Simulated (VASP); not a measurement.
# Rh (P6_3/mmc) in VASP: further runs, part 2 of 2

VASP 6.6.1. Earlier steps stand in the parts before.

### 3 Single point, PBE (uniaxial strain along c: -4.0 %, then relaxed in part)

The input, INCAR:

```
SYSTEM = Rh
PREC = Accurate
ENCUT = 520
EDIFF = 1E-7
ISMEAR = 0
SIGMA = 0.1
LREAL = .FALSE.
LASPH = .TRUE.
NELM = 100
ALGO = Normal
ISIF = 2
LWAVE = .FALSE.
LCHARG = .TRUE.
GGA = PE
LELF = .TRUE.
LVHAR = .TRUE.
NBANDS = 22
```

The input, KPOINTS:

```
Automatic mesh
0
G
  21 21 12
  0 0 0
```

The input, POSCAR:

```
Rh
1.0
    2.7620563240      0.0000000000      0.0000000000
   -1.3810281620      2.3920109433      0.0000000000
    0.0000000000      0.0000000000      4.2094489884
Rh
2
Direct
    0.6666666665      0.3333333335      0.7500000000
    0.3333333335      0.6666666665      0.2500000000
```

Potentials or basis: VASP PAW PBE potentials, release 64 (Rh_pv).

Command:

```sh
cat potpaw_PBE.64/Rh_pv/POTCAR > POTCAR
mpirun -np 1 vasp_std > vasp.out
```

OUTCAR:

```text
SYSTEM = Rh
   PREC = Accurate
   ENCUT = 520
   EDIFF = 1E-7
   ISMEAR = 0
   LREAL = .FALSE.
   LASPH = .TRUE.
   NELM = 100
   ISIF = 2
   GGA = PE

 ion  position               nearest neighbor table
   1  0.667  0.333  0.750-   2 2.64   2 2.64   2 2.64   2 2.64   2 2.64   2 2.64
   2  0.333  0.667  0.250-   1 2.64   1 2.64   1 2.64   1 2.64   1 2.64   1 2.64

  LATTYP: Found a hexagonal cell.
 ALAT       =     2.7620563240
 C/A-ratio  =     1.5240272082

  Lattice vectors:

 A1 = (   2.7620563240,   0.0000000000,   0.0000000000)
 A2 = (  -1.3810281620,   2.3920109433,   0.0000000000)
 A3 = (   0.0000000000,   0.0000000000,   4.2094489884)

Analysis of symmetry for initial positions (statically):
=====================================================================
 Subroutine PRICEL returns:
 Original cell was already a primitive cell.

 Routine SETGRP: Setting up the symmetry group for a
 hexagonal supercell.

 Subroutine GETGRP returns: Found 24 space group operations
 (whereof 12 operations were pure point group operations)
 out of a pool of 24 trial point group operations.

The static configuration has the point symmetry D_3d.
 The point group associated with its full space group is D_6h.

Analysis of symmetry for dynamics (positions and initial velocities):
=====================================================================
 Subroutine PRICEL returns:
 Original cell was already a primitive cell.

 Routine SETGRP: Setting up the symmetry group for a
 hexagonal supercell.

 Subroutine GETGRP returns: Found 24 space group operations
 (whereof 12 operations were pure point group operations)
 out of a pool of 24 trial point group operations.

The dynamic configuration has the point symmetry D_3d.
 The point group associated with its full space group is D_6h.

 Subroutine INISYM returns: Found 24 space group operations
 (whereof 12 operations are pure point group operations),
 and found     1 'primitive' translations

----------------------------------------------------------------------------------------

                                     Primitive cell

  volume of cell :      27.8113

  direct lattice vectors                    reciprocal lattice vectors
     2.762056324  0.000000000  0.000000000     0.362049098  0.209029144  0.000000000
    -1.381028162  2.392010943  0.000000000     0.000000000  0.418058288  0.000000000
     0.000000000  0.000000000  4.209448988     0.000000000  0.000000000  0.237560784

  length of vectors
     2.762056324  2.762056324  4.209448988     0.418058288  0.418058288  0.237560784

  position of ions in fractional coordinates (direct lattice)
     0.666666666  0.333333334  0.750000000
     0.333333334  0.666666666  0.250000000

  ion indices of the primitive-cell ions
   primitive index   ion index
                 1           1
                 2           2

----------------------------------------------------------------------------------------

 KPOINTS: Automatic mesh

Automatic generation of k-mesh.
 Grid dimensions read from file:
 generate k-points for:   21   21   12

 Generating k-lattice:

  Cartesian coordinates                     Fractional coordinates (reciprocal lattice)
     0.017240433  0.009953769  0.000000000     0.047619048  0.000000000  0.000000000
     0.000000000  0.019907538  0.000000000     0.000000000  0.047619048  0.000000000
     0.000000000  0.000000000  0.019796732     0.000000000  0.000000000  0.083333333

  Length of vectors
     0.019907538  0.019907538  0.019796732

  Shift w.r.t. Gamma in fractional coordinates (k-lattice)
     0.000000000  0.000000000  0.000000000

 Subroutine IBZKPT returns following result:
 ===========================================

 Found    336 irreducible k-points:

 Following reciprocal coordinates:
            Coordinates               Weight
  0.000000  0.000000  0.000000      1.000000
  0.047619  0.000000  0.000000      6.000000
  0.095238 -0.000000  0.000000      6.000000
  0.142857 -0.000000  0.000000      6.000000
  0.190476 -0.000000  0.000000      6.000000
  0.238095  0.000000  0.000000      6.000000
[... 16 lines left out ...]
  0.142857  0.095238  0.000000     12.000000
  0.190476  0.095238  0.000000     12.000000
 [... further k-points ...]
   k-points           NKPTS =    336   k-points in BZ     NKDIM =    336   number of bands    NBANDS=     22
   number of dos      NEDOS =    301   number of ions     NIONS =      2
   total plane-waves  NPLWV =  18432
   dimension x,y,z NGX =    24 NGY =   24 NGZ =   32
   dimension x,y,z NGXF=    48 NGYF=   48 NGZF=   64
   ions per type =               2
   NGX,Y,Z   is equivalent  to a cutoff of  14.45, 14.45, 12.64 a.u.
   NGXF,Y,Z  is equivalent  to a cutoff of  28.89, 28.89, 25.28 a.u.
 SYSTEM =  Rh
   PREC   = accura    normal or accurate (medium, high low for compatibility)
   ISTART =      0    job   : 0-new  1-cont  2-samecut
   ICHARG =      2    charge: 1-file 2-atom 10-const
   ISPIN  =      1    spin polarized calculation?
   LNONCOLLINEAR =      F non collinear calculations
   LSORBIT =      F    spin-orbit coupling
   LASPH  =      T    aspherical Exc in radial PAW
   ENCUT  =  520.0 eV  38.22 Ry    6.18 a.u.   5.14  5.14  7.83*2*pi/ulx,y,z
   NELM   =    100;   NELMIN=  2; NELMDL= -5     # of ELM steps
   EDIFF  = 0.1E-06   stopping-criterion for ELM
   LREAL  =      F    real-space projection
   EDIFFG = 0.1E-05   stopping-criterion for IOM
   NSW    =      0    number of steps for IOM
   IBRION =     -1    ionic relax: 0-MD 1-quasi-New 2-CG
   NFREE  =      0    steps in history (QN), initial steepest desc. (CG)
   ISIF   =      2    stress and relaxation
   ISYM   =      2    0-nonsym 1-usesym 2-fastsym
   POTIM  = 0.5000    time-step for ionic-motion
   TEBEG  =    0.0;   TEEND  =   0.0 temperature during run
   PSTRESS=    0.0 pullay stress
   NELECT =      30.0000    total number of electrons
   NUPDOWN=      -1.0000    fix difference up-down
   EMIN   =  10.00;   EMAX   =-10.00  energy-range for DOS
   EFERMI =   0.00;   METHOD = LEGACY
   ISMEAR =     0;   SIGMA  =   0.10  broadening in eV -4-tet -1-fermi 0-gaus
   EFERMI_NEDOS =   21; number of points for ismear=-14 and -15
   IALGO  =     38    algorithm
   IMIX   =      4    mixing-type and parameters
     AMIX     =   0.40;   BMIX     =  1.00
     AMIX_MAG =   1.60;   BMIX_MAG =  1.00
  volume/ion in A,a.u.               =      13.91        93.84
  Fermi-wavevector in a.u.,A,eV,Ry     =   1.678965  3.172783 38.353775  2.818923
  Thomas-Fermi vector in A             =   2.762961
   LORBIT       =      0    0 simple, 1 ext, 2 COOP (PROOUT), +10 PAW based schemes
   GGA     = PE    functional components
   LHFCALC =     F    Hartree Fock is set to
   AEXX    =    0.0000 exact exchange contribution
   IVDW    =     0    specifies the selected vdW correction
   LEPSILON=     F    determine dielectric tensor
   LRPA    =     F    only Hartree local field effects (RPA)
 non-spin polarized calculation
 Gauss-broadening in eV      SIGMA  =   0.10
  energy-cutoff  :      520.00
  volume of cell :       27.81
 maximum number of plane-waves:       762
 NGX is ok and might be reduce to    24
   NGX = 11   NGY = 11   NGZ = 15

 number of electron      29.9999998 magnetization

 Free energy of the ion-electron system (eV)
  ---------------------------------------------------
  ext. energy  EPLUGINS =         0.00000000
  ---------------------------------------------------
  free energy    TOTEN  =       -14.39503115 eV

  energy without entropy =      -14.37685691  energy(sigma->0) =      -14.38594403

 E-fermi :  11.8202     XC(G=0): -13.9523

 val. band max:       11.8194366312   @ k =   0.1905   0.0476   0.4167
 cond. band min:      11.8232949673   @ k =   0.3810   0.1905   0.0000
 fundamental gap:      0.0038583361
 Fermi energy:        11.8201750827

 k-point     1 :       0.0000    0.0000    0.0000
  band No.  band energies     occupation
      1     -35.4716      2.00000
      2     -34.7752      2.00000
      3     -34.7752      2.00000
      4     -34.6474      2.00000
      5     -34.6332      2.00000
      6     -34.6332      2.00000
[... 14 lines left out ...]
     21      30.6453      0.00000
     22      30.7496      0.00000

 k-point     2 :       0.0476    0.0000    0.0000
  band No.  band energies     occupation
      1     -35.4663      2.00000
      2     -34.7846      2.00000
      3     -34.7787      2.00000
      4     -34.6504      2.00000
      5     -34.6432      2.00000
      6     -34.6343      2.00000
[... 542 lines left out ...]
 k-point    24 :       0.1905    0.0952    0.0000
  band No.  band energies     occupation
      1     -35.3381      2.00000
      2     -34.9709      2.00000
      3     -34.9053      2.00000
      4     -34.8065      2.00000
      5     -34.7286      2.00000
      6     -34.6768      2.00000
[... 14 lines left out ...]
     21      26.6889      0.00000
     22      29.3635      0.00000

 [... further k-points ...]
[... 5 lines left out ...]
  --------------------------------------------------------------------------------------
  -------------------------------------------------------------------------------------
  Total        0.0048673      0.0048673      2.5574143      0.0000000      0.0000000      0.0000000
  in kB        0.2803996      0.2803996    147.3298443      0.0000000      0.0000000      0.0000000
  external PRESSURE =      49.2968811 kB  Pullay stress =       0.0000000 kB

 VOLUME and BASIS-vectors are now :
 -----------------------------------------------------------------------------
  energy-cutoff  :      520.00
  volume of cell :       27.81
      direct lattice vectors                 reciprocal lattice vectors
     2.762056324  0.000000000  0.000000000     0.362049098  0.209029144  0.000000000
    -1.381028162  2.392010943  0.000000000     0.000000000  0.418058288  0.000000000
     0.000000000  0.000000000  4.209448988     0.000000000  0.000000000  0.237560784

 POSITION                                       TOTAL-FORCE (eV/Angst)
 -----------------------------------------------------------------------------------
      1.38103      0.79734      3.15709        -0.000000      0.000000      0.000000
      0.00000      1.59467      1.05236         0.000000     -0.000000      0.000000
 -----------------------------------------------------------------------------------
    total drift:                               -0.000001      0.000000     -0.000000

  FREE ENERGIE OF THE ION-ELECTRON SYSTEM (eV)
  ---------------------------------------------------
  free  energy   TOTEN  =       -14.3950311504 eV

  energy  without entropy=      -14.3768569077  energy(sigma->0) =      -14.38594403
```

stdout:

```text
POSCAR found type information on POSCAR Rh
 POSCAR found :  1 types and       2 ions
 scaLAPACK will be used
 LDA part: xc-table for (Slater+PW92), standard interpolation
 POSCAR, INCAR and KPOINTS ok, starting setup
 FFT: planning ... GRIDC
 FFT: planning ... GRID_SOFT
 FFT: planning ... GRID
 WAVECAR not read
 entering main loop
```

It took 4.6 min on 1 thread of AMD EPYC 7R43 (Zen 3), shared host; peak memory 0.23 GiB.

What came out:

* Free energy: -14.3950 eV
* Pressure: 4.9 GPa
* Band gap on the k mesh: zero (band 15 reaches 12.32 eV, above the bottom of band 16 at 10.15 eV)

Stress tensor (GPa, compression positive):
```
 0.03  0.00  0.00
 0.00  0.03  0.00
 0.00  0.00 14.73
```

Caveat: the cell differs from its parent crystal (uniaxial strain along c: -4.0 %, then relaxed in part).

### 4 Single point, PBE (uniaxial strain along c: -4.0 %)

The input, INCAR:

```
SYSTEM = Rh
PREC = Accurate
ENCUT = 520
EDIFF = 1E-6
ISMEAR = 0
SIGMA = 0.1
LREAL = .FALSE.
LASPH = .TRUE.
NELM = 100
ALGO = Normal
ISIF = 2
LWAVE = .FALSE.
LCHARG = .FALSE.
GGA = PE
NBANDS = 22
```

KPOINTS is that of step 3.

The input, POSCAR:

```
Rh
1.0
    2.7520370147      0.0000000000      0.0000000000
   -1.3760185073      2.3833339669      0.0000000000
    0.0000000000      0.0000000000      4.2094489884
Rh
2
Direct
    0.6666666675      0.3333333325      0.7500000000
    0.3333333325      0.6666666675      0.2500000000
```

Command:

```sh
cat potpaw_PBE.64/Rh_pv/POTCAR > POTCAR
mpirun -np 1 vasp_std > vasp.out
```

Wall time 2.6 min (1 thread of AMD EPYC 7R43 (Zen 3), shared host); peak memory 0.22 GiB.

Results (log left out):

| Property | Result |
| --- | --- |
| Free energy | -14.3936 eV |
| Pressure | 6.7 GPa |
| Band gap on the k mesh | zero (band 15 reaches 12.47 eV, above the bottom of band 16 at 10.25 eV) |

Stress tensor (GPa, compression positive):
```
 1.94  0.00  0.00
 0.00  1.94  0.00
 0.00  0.00 16.33
```

Levels at points of the mesh, in eV from the Fermi level:
| k point | band 12 | band 13 | band 14 | band 15 | band 16 | band 17 | band 18 | band 19 |
| --- | --- | --- | --- | --- | --- | --- | --- | --- |
| (0.00, 0.00, 0.00) | -2.43 | -2.43 | -2.31 | -2.31 | 0.10 | 0.10 | 1.30 | 9.38 |
| (0.00, 0.00, 0.50) | -3.31 | -2.99 | -2.99 | -0.43 | -0.43 | -0.43 | -0.43 | 15.02 |

Caveat: the cell differs from its parent crystal (uniaxial strain along c: -4.0 %).

### 5 The runs side by side

| task | cell | k mesh | cutoff (eV) | gap on the mesh (eV) | pressure (GPa) |
| --- | --- | --- | --- | --- | --- |
| relaxation of cell and atoms | relaxed from a = 2.731, b = 2.731, c = 4.428 Å, angles 90.0, 90.0, 120.0°, 2 atoms | 18 × 18 × 10 | 600 | none | 0.0 |
| single point | a = 2.762, b = 2.762, c = 4.209 Å, angles 90.0, 90.0, 120.0°, 2 atoms | 21 × 21 × 12 | 520 | none | 4.9 |
| single point | a = 2.752, b = 2.752, c = 4.209 Å, angles 90.0, 90.0, 120.0°, 2 atoms | 21 × 21 × 12 | 520 | none | 6.7 |

Alike in all rows: level PBE; potentials or basis VASP PAW PBE potentials, release 64 (Rh_pv); no spin polarisation; smearing gaussian 0.1 eV.

Total energies depend on the potentials used, so only differences within one code and one set of settings carry meaning.
